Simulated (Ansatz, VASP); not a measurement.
# KBr: VASP beside Ansatz

Contents of INCAR:

```
PREC = Accurate
ENCUT = 520
EDIFF = 1E-6
ISMEAR = 0
SIGMA = 0.05
LREAL = F
LASPH = T
NELM = 60
ALGO = Normal
ISIF = 2
LWAVE = F
LCHARG = T
GGA = PE
LELF = T
LVHAR = T
NBANDS = 15
```

Contents of KPOINTS:

```
Automatic mesh
0
Gamma
  6 6 6
```

The input POSCAR:

```
KBr
1.0
    0.0000000000      3.3542343750      3.3542343750
    3.2925000000      0.0617343750      3.2925000000
    3.2925000000      3.2925000000      0.0617343750
K Br
1 1
Direct
    0.0000000000      0.0000000000      0.0000000000
    0.5000000000      0.5000000000      0.5000000000
```

Input for Ansatz:

```yaml
crystal:
  lattice:
    - [0.0, 3.354234375, 3.354234375]
    - [3.2925, 0.061734375, 3.2925]
    - [3.2925, 3.2925, 0.061734375]
  atoms:
    - { symbol: K, position: [0.0, 0.0, 0.0] }
    - { symbol: Br, position: [0.5, 0.5, 0.5] }
basis:
  ecutwfc: 420
kpoints:
  mp_grid: { grid: [6, 6, 6] }
hamiltonian:
  xc: pbe
scf:
  occupations: { method: gaussian, width: 0.05 }
output:
  forces: true
  stress: true
  eigenvalues: true
  write_density: true
  write_potential: true
  elf: true
  volumetric_format: npy
```

Change from the starting cell: strain +0.0375 x Voigt [0, 0, 0, 1, 0, 0], atoms carried along.

Alike in both runs: task single point; functional PBE; k mesh 6 × 6 × 6; occupations gaussian, width 0.05 eV; no spin polarisation.

|  | VASP | Ansatz |
| --- | --- | --- |
| version | VASP 6.6.1 | Ansatz 0.2.0 |
| potentials or method | VASP PAW PBE potentials, release 64 (K_sv, Br), cutoff 520 eV | scalar-relativistic, plane waves, PAW |
| valence electrons in the cell | 16 | 16 |

VASP gave:

```
gap on the k mesh at the Fermi level (eV)                     : 4.41
least direct gap on the mesh (eV)                             : 4.41
pressure (GPa)                                                : 0.9
traceless stress, the component that is largest in VASP (GPa) : -0.18
```

**Question.** Which values does Ansatz return?

**Answer.** gap on the k mesh at the Fermi level (eV): 4.41; least direct gap on the mesh (eV): 4.41; pressure (GPa): 0.8; traceless stress, the component that is largest in VASP (GPa): -0.19.

With one functional, cell and mesh, what is left measures potentials, basis and numerics.
